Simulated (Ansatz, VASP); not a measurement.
## Two plane-wave programs on HfO2

```
CELL_PARAMETERS angstrom
0.00000 -2.52207 -2.52207
0.00000 2.52207 -2.52207
5.04413 0.00000 0.00000
ATOMIC_POSITIONS crystal
Hf 0.02399 0.97601 0.00000
Hf 0.47601 0.52399 0.50000
O 0.99905 0.49905 0.73398
O 0.50095 0.00095 0.26602
O 0.99905 0.49905 0.23398
O 0.50095 0.00095 0.76602
```

Change from the starting cell: mode 1 frozen in at -0.081 Å and mode 5 at -0.121 Å (largest displacements).

Alike in both runs: task single point; functional PBEsol; k mesh 6 × 6 × 6; occupations gaussian, width 0.05 eV; no spin polarisation.

|  | VASP | Ansatz |
| --- | --- | --- |
| version | VASP 6.6.1 | Ansatz 0.2.0 |
| potentials or method | VASP PAW PBE potentials, release 64 (Hf_pv, O), cutoff 520 eV | scalar-relativistic, plane waves, PAW |
| valence electrons in the cell | 44 | 76 |

VASP gave:

```
gap on the k mesh at the Fermi level (eV)                     : 3.92
least direct gap on the mesh (eV)                             : 4.01
pressure (GPa)                                                : -1.4
traceless stress, the component that is largest in VASP (GPa) : 2.60
rms of the force components (eV/Å)                            : 0.325
```

Q: Estimate Ansatz's values.

A: gap on the k mesh at the Fermi level (eV): 3.91; least direct gap on the mesh (eV): 3.98; pressure (GPa): 2.3; traceless stress, the component that is largest in VASP (GPa): 2.59; rms of the force components (eV/Å): 0.332.

VASP's potentials were made for PBE, not for PBEsol, and Ansatz warns of the same on its side. Atom by atom the forces differ by 0.023 eV/Å (rms over components). VASP's potentials hold 44 valence electrons a cell and Ansatz's 76, so a difference there can come from the potentials and not from the codes.

Neither program's run includes spin-orbit coupling.
